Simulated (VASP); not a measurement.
# P (Cmmm) in VASP: a series of runs

P is run at these levels: PBEsol; tasks: single point.

Program: VASP 6.6.1. These are calculated values, not measurements. Logs are shortened: lines on timing, memory, paths and dates and some standing lists are left out, and cuts for length are marked.

**1. The cell of the first run**

The structure is orthorhombic, space group Cmmm (No. 65). Conventional cell: a = 5.997 Å, b = 6.088 Å, c = 4.378 Å, α = 90.00°, β = 90.00°, γ = 90.00°. P (site symmetry mmm) has 6 P at 4.27 to 4.38 Å within 5.6 Å.

**2. Single point, PBEsol (strain +0.0150 x Voigt [0, 0, 0, 0, 0, 1])**

INCAR

```
SYSTEM = P
PREC = Accurate ; ENCUT = 520
EDIFF = 1E-6 ; ISMEAR = 0
SIGMA = 0.15 ; LREAL = .False.
LASPH = .True. ; NELM = 80
ALGO = Normal ; ISIF = 2
LWAVE = .False. ; LCHARG = .False.
GGA = PS ; NBANDS = 8
```

KPOINTS

```
regular mesh
0
Gamma
  12 12 12
  0 0 0
```

POSCAR

```
P
1.0
    4.2729048574      0.0320467864      0.0000000000
    0.0320467864      4.2729048574      0.0000000000
    0.0000000000      0.0000000000      4.3780000000
P
1
Direct
    0.0000000000      0.0000000000      0.0000000000
```

Potentials or basis: VASP PAW PBE potentials, release 64 (P).

Started as:

```console
> cat potpaw_PBE.64/P/POTCAR > POTCAR
> mpirun -np 1 vasp_std > vasp.out
```

OUTCAR:

```text
SYSTEM = P
   PREC = Accurate
   ENCUT = 520
   EDIFF = 1E-6
   ISMEAR = 0
   LREAL = .False.
   LASPH = .True.
   NELM = 80
   ISIF = 2
   GGA = PS

 ion  position               nearest neighbor table
   1  0.000  0.000  0.000-

  LATTYP: Found a base centered orthorhombic cell.
 ALAT       =     5.9974790001
 B/A-ratio  =     1.0151133501
 C/A-ratio  =     0.7299733771

  Lattice vectors:

 A1 = (  -0.0320467864,  -4.2729048574,   0.0000000000)
 A2 = (   4.2729048574,   0.0320467864,   0.0000000000)
 A3 = (   0.0000000000,   0.0000000000,   4.3780000000)

Analysis of symmetry for initial positions (statically):
=====================================================================
 Subroutine PRICEL returns:
 Original cell was already a primitive cell.

 Routine SETGRP: Setting up the symmetry group for a
 base centered orthorhombic supercell.

 Subroutine GETGRP returns: Found  8 space group operations
 (whereof  8 operations were pure point group operations)
 out of a pool of  8 trial point group operations.

The static configuration has the point symmetry D_2h.

Analysis of symmetry for dynamics (positions and initial velocities):
=====================================================================
 Subroutine PRICEL returns:
 Original cell was already a primitive cell.

 Routine SETGRP: Setting up the symmetry group for a
 base centered orthorhombic supercell.

 Subroutine GETGRP returns: Found  8 space group operations
 (whereof  8 operations were pure point group operations)
 out of a pool of  8 trial point group operations.

The dynamic configuration has the point symmetry D_2h.

 Subroutine INISYM returns: Found  8 space group operations
 (whereof  8 operations are pure point group operations),
 and found     1 'primitive' translations

----------------------------------------------------------------------------------------

                                     Primitive cell

  volume of cell :      79.9278

  direct lattice vectors                    reciprocal lattice vectors
     4.272904857  0.032046786  0.000000000     0.234045991 -0.001755345  0.000000000
     0.032046786  4.272904857  0.000000000    -0.001755345  0.234045991  0.000000000
     0.000000000  0.000000000  4.378000000     0.000000000  0.000000000  0.228414801

  length of vectors
     4.273025031  4.273025031  4.378000000     0.234052574  0.234052574  0.228414801

  position of ions in fractional coordinates (direct lattice)
     0.000000000  0.000000000  0.000000000

  ion indices of the primitive-cell ions
   primitive index   ion index
                 1           1

----------------------------------------------------------------------------------------

 KPOINTS: regular mesh

Automatic generation of k-mesh.
 Grid dimensions read from file:
 generate k-points for:   12   12   12

 Generating k-lattice:

  Cartesian coordinates                     Fractional coordinates (reciprocal lattice)
     0.019503833 -0.000146279  0.000000000     0.083333333  0.000000000  0.000000000
    -0.000146279  0.019503833  0.000000000     0.000000000  0.083333333  0.000000000
     0.000000000  0.000000000  0.019034567     0.000000000  0.000000000  0.083333333

  Length of vectors
     0.019504381  0.019504381  0.019034567

  Shift w.r.t. Gamma in fractional coordinates (k-lattice)
     0.000000000  0.000000000  0.000000000

 Subroutine IBZKPT returns following result:
 ===========================================

 Found    301 irreducible k-points:

 Following reciprocal coordinates:
            Coordinates               Weight
  0.000000  0.000000  0.000000      1.000000
  0.083333  0.000000  0.000000      4.000000
  0.166667  0.000000  0.000000      4.000000
  0.250000  0.000000  0.000000      4.000000
  0.333333 -0.000000  0.000000      4.000000
  0.416667  0.000000  0.000000      4.000000
[... 16 lines left out ...]
  0.500000  0.166667  0.000000      4.000000
 -0.416667  0.166667  0.000000      4.000000
 [... further k-points ...]
   k-points           NKPTS =    301   k-points in BZ     NKDIM =    301   number of bands    NBANDS=      8
   number of dos      NEDOS =    301   number of ions     NIONS =      1
   total plane-waves  NPLWV =  36864
   dimension x,y,z NGX =    32 NGY =   32 NGZ =   36
   dimension x,y,z NGXF=    64 NGYF=   64 NGZF=   72
   ions per type =               1
   NGX,Y,Z   is equivalent  to a cutoff of  12.45, 12.45, 13.67 a.u.
   NGXF,Y,Z  is equivalent  to a cutoff of  24.90, 24.90, 27.34 a.u.
 SYSTEM =  P
   PREC   = accura    normal or accurate (medium, high low for compatibility)
   ISTART =      0    job   : 0-new  1-cont  2-samecut
   ICHARG =      2    charge: 1-file 2-atom 10-const
   ISPIN  =      1    spin polarized calculation?
   LNONCOLLINEAR =      F non collinear calculations
   LSORBIT =      F    spin-orbit coupling
   LASPH  =      T    aspherical Exc in radial PAW
   ENCUT  =  520.0 eV  38.22 Ry    6.18 a.u.   7.94  7.94  8.14*2*pi/ulx,y,z
   NELM   =     80;   NELMIN=  2; NELMDL= -5     # of ELM steps
   EDIFF  = 0.1E-05   stopping-criterion for ELM
   LREAL  =      F    real-space projection
   EDIFFG = 0.1E-04   stopping-criterion for IOM
   NSW    =      0    number of steps for IOM
   IBRION =     -1    ionic relax: 0-MD 1-quasi-New 2-CG
   NFREE  =      0    steps in history (QN), initial steepest desc. (CG)
   ISIF   =      2    stress and relaxation
   ISYM   =      2    0-nonsym 1-usesym 2-fastsym
   POTIM  = 0.5000    time-step for ionic-motion
   TEBEG  =    0.0;   TEEND  =   0.0 temperature during run
   PSTRESS=    0.0 pullay stress
   NELECT =       5.0000    total number of electrons
   NUPDOWN=      -1.0000    fix difference up-down
   EMIN   =  10.00;   EMAX   =-10.00  energy-range for DOS
   EFERMI =   0.00;   METHOD = LEGACY
   ISMEAR =     0;   SIGMA  =   0.15  broadening in eV -4-tet -1-fermi 0-gaus
   EFERMI_NEDOS =   21; number of points for ismear=-14 and -15
   IALGO  =     38    algorithm
   IMIX   =      4    mixing-type and parameters
     AMIX     =   0.40;   BMIX     =  1.00
     AMIX_MAG =   1.60;   BMIX_MAG =  1.00
  volume/ion in A,a.u.               =      79.93       539.38
  Fermi-wavevector in a.u.,A,eV,Ry     =   0.649879  1.228092  5.746315  0.422342
  Thomas-Fermi vector in A             =   1.718977
   LORBIT       =      0    0 simple, 1 ext, 2 COOP (PROOUT), +10 PAW based schemes
   GGA     = PS    functional components
   LHFCALC =     F    Hartree Fock is set to
   AEXX    =    0.0000 exact exchange contribution
   IVDW    =     0    specifies the selected vdW correction
   LEPSILON=     F    determine dielectric tensor
   LRPA    =     F    only Hartree local field effects (RPA)
 non-spin polarized calculation
 Gauss-broadening in eV      SIGMA  =   0.15
  energy-cutoff  :      520.00
  volume of cell :       79.93
 maximum number of plane-waves:      2192
   NGX = 15   NGY = 15   NGZ = 17

 number of electron       4.9999999 magnetization

 Free energy of the ion-electron system (eV)
  ---------------------------------------------------
  ext. energy  EPLUGINS =         0.00000000
  ---------------------------------------------------
  free energy    TOTEN  =        -1.18857805 eV

  energy without entropy =       -1.15049802  energy(sigma->0) =       -1.16953804

 E-fermi :  -3.0795     XC(G=0):  -5.0521

 val. band max:       -3.0811371578   @ k =  -0.2500   0.2500   0.3333
 cond. band min:      -3.0790202460   @ k =  -0.4167   0.2500   0.0000
 fundamental gap:      0.0021169118
 Fermi energy:        -3.0794875390

 k-point     1 :       0.0000    0.0000    0.0000
  band No.  band energies     occupation
      1     -11.8103      2.00000
      2      -2.6315      0.00002
      3      -2.5304      0.00000
      4      -2.5153      0.00000
      5       1.5517      0.00000
      6       4.3609      0.00000
      7       4.4446      0.00000
      8       8.9561      0.00000

 k-point     2 :       0.0833    0.0000    0.0000
  band No.  band energies     occupation
      1     -11.7993      2.00000
      2      -2.6456      0.00004
      3      -2.6217      0.00002
      4      -2.5131      0.00000
      5       1.6699      0.00000
      6       4.4106      0.00000
      7       4.5484      0.00000
      8       8.4780      0.00000

 k-point     3 :       0.1667    0.0000    0.0000
  band No.  band energies     occupation
      1     -11.7690      2.00000
      2      -2.9474      0.21311
      3      -2.5947      0.00000
      4      -2.4876      0.00000
      5       1.9688      0.00000
      6       4.5250      0.00000
      7       4.8317      0.00000
      8       7.8197      0.00000

 k-point     4 :       0.2500    0.0000    0.0000
  band No.  band energies     occupation
      1     -11.7266      2.00000
      2      -3.3060      1.96731
      3      -2.5570      0.00000
      4      -2.4517      0.00000
      5       2.3580      0.00000
      6       4.6903      0.00000
      7       5.0821      0.00000
      8       7.2425      0.00000

 k-point     5 :       0.3333   -0.0000    0.0000
  band No.  band energies     occupation
      1     -11.6830      2.00000
      2      -3.6226      2.00000
      3      -2.5184      0.00000
      4      -2.4150      0.00000
      5       2.7854      0.00000
      6       4.8793      0.00000
      7       5.0205      0.00000
      8       6.8001      0.00000

 k-point     6 :       0.4167    0.0000    0.0000
  band No.  band energies     occupation
      1     -11.6502      2.00000
      2      -3.8351      2.00000
      3      -2.4895      0.00000
      4      -2.3875      0.00000
      5       3.2040      0.00000
      6       4.6963      0.00000
      7       5.0410      0.00000
      8       6.5229      0.00000

 k-point     7 :       0.5000    0.0000    0.0000
  band No.  band energies     occupation
      1     -11.6381      2.00000
      2      -3.9096      2.00000
      3      -2.4788      0.00000
      4      -2.3773      0.00000
      5       3.4323      0.00000
      6       4.4762      0.00000
      7       5.1063      0.00000
      8       6.4285      0.00000

 k-point     8 :       0.0833    0.0833    0.0000
  band No.  band energies     occupation
      1     -11.7885      2.00000
      2      -2.6462      0.00004
      3      -2.6202      0.00001
      4      -2.6121      0.00001
      5       1.7829      0.00000
      6       4.4770      0.00000
      7       4.6349      0.00000
      8       8.1789      0.00000

 k-point     9 :       0.1667    0.0833    0.0000
  band No.  band energies     occupation
      1     -11.7584      2.00000
      2      -2.9339      0.16998
      3      -2.6008      0.00001
      4      -2.5853      0.00000
      5       2.0743      0.00000
      6       4.6054      0.00000
      7       4.9002      0.00000
      8       7.5436      0.00000

 k-point    10 :       0.2500    0.0833    0.0000
  band No.  band energies     occupation
      1     -11.7163      2.00000
      2      -3.2895      1.95225
      3      -2.5605      0.00000
      4      -2.5479      0.00000
      5       2.4552      0.00000
      6       4.7680      0.00000
      7       5.1253      0.00000
      8       7.0919      0.00000
[... 78 lines left out ...]
 k-point    18 :      -0.0833    0.0833    0.0000
  band No.  band energies     occupation
      1     -11.7883      2.00000
      2      -2.6625      0.00008
      3      -2.6119      0.00001
      4      -2.6092      0.00001
      5       1.7897      0.00000
      6       4.4803      0.00000
      7       4.6306      0.00000
      8       8.3149      0.00000

 k-point    19 :       0.1667    0.1667    0.0000
  band No.  band energies     occupation
      1     -11.7288      2.00000
      2      -2.9397      0.18748
      3      -2.8477      0.02884
      4      -2.5592      0.00000
      5       2.3490      0.00000
      6       4.7472      0.00000
      7       5.1401      0.00000
      8       6.9166      0.00000

 k-point    20 :       0.2500    0.1667    0.0000
  band No.  band energies     occupation
      1     -11.6872      2.00000
      2      -3.2499      1.89189
      3      -2.8357      0.02153
      4      -2.5225      0.00000
      5       2.7035      0.00000
      6       4.8274      0.00000
      7       5.3807      0.00000
      8       6.5740      0.00000

 k-point    21 :       0.3333    0.1667    0.0000
  band No.  band energies     occupation
      1     -11.6443      2.00000
      2      -3.5574      1.99999
      3      -2.7881      0.00601
      4      -2.4849      0.00000
      5       3.0921      0.00000
      6       4.7093      0.00000
      7       5.4210      0.00000
      8       6.5824      0.00000

 k-point    22 :       0.4167    0.1667    0.0000
  band No.  band energies     occupation
      1     -11.6120      2.00000
      2      -3.7661      2.00000
      3      -2.7524      0.00205
      4      -2.4567      0.00000
      5       3.5022      0.00000
      6       4.3617      0.00000
      7       5.5048      0.00000
      8       6.5141      0.00000

 k-point    23 :       0.5000    0.1667    0.0000
  band No.  band energies     occupation
      1     -11.5998      2.00000
      2      -3.8405      2.00000
      3      -2.7409      0.00141
      4      -2.4460      0.00000
      5       3.8758      0.00000
      6       4.0058      0.00000
      7       5.5576      0.00000
      8       6.4475      0.00000

 k-point    24 :      -0.4167    0.1667    0.0000
  band No.  band energies     occupation
      1     -11.6115      2.00000
      2      -3.7692      2.00000
      3      -2.7572      0.00238
      4      -2.4562      0.00000
      5       3.5237      0.00000
      6       4.3747      0.00000
      7       5.4972      0.00000
      8       6.5310      0.00000

 [... further k-points ...]
[... 5 lines left out ...]
  --------------------------------------------------------------------------------------
  -------------------------------------------------------------------------------------
  Total       -1.9909295     -1.9909295     -1.7828711     -0.0304581      0.0000000      0.0000000
  in kB      -39.9088016    -39.9088016    -35.7382071     -0.6105418      0.0000000      0.0000000
  external PRESSURE =     -38.5186034 kB  Pullay stress =       0.0000000 kB

 VOLUME and BASIS-vectors are now :
 -----------------------------------------------------------------------------
  energy-cutoff  :      520.00
  volume of cell :       79.93
      direct lattice vectors                 reciprocal lattice vectors
     4.272904857  0.032046786  0.000000000     0.234045991 -0.001755345  0.000000000
     0.032046786  4.272904857  0.000000000    -0.001755345  0.234045991  0.000000000
     0.000000000  0.000000000  4.378000000     0.000000000  0.000000000  0.228414801

 POSITION                                       TOTAL-FORCE (eV/Angst)
 -----------------------------------------------------------------------------------
      0.00000      0.00000      0.00000         0.000000      0.000000      0.000000
 -----------------------------------------------------------------------------------
    total drift:                                0.000000      0.000000      0.000000

  FREE ENERGIE OF THE ION-ELECTRON SYSTEM (eV)
  ---------------------------------------------------
  free  energy   TOTEN  =        -1.1885780542 eV

  energy  without entropy=       -1.1504980238  energy(sigma->0) =       -1.16953804
```

It took 1.8 min on 1 thread of Intel Xeon Platinum 8488C (Sapphire Rapids), shared host; peak memory 0.29 GiB.

What came out:

| Property | Result |
| --- | --- |
| Free energy | -1.1886 eV |
| Pressure | -3.9 GPa |

Caveat: the cell differs from its parent crystal (strain +0.0150 x Voigt [0, 0, 0, 0, 0, 1]); the PAW data sets were made with another functional, which shifts forces and pressure a little.

(Part 1 of 2 ends here.)
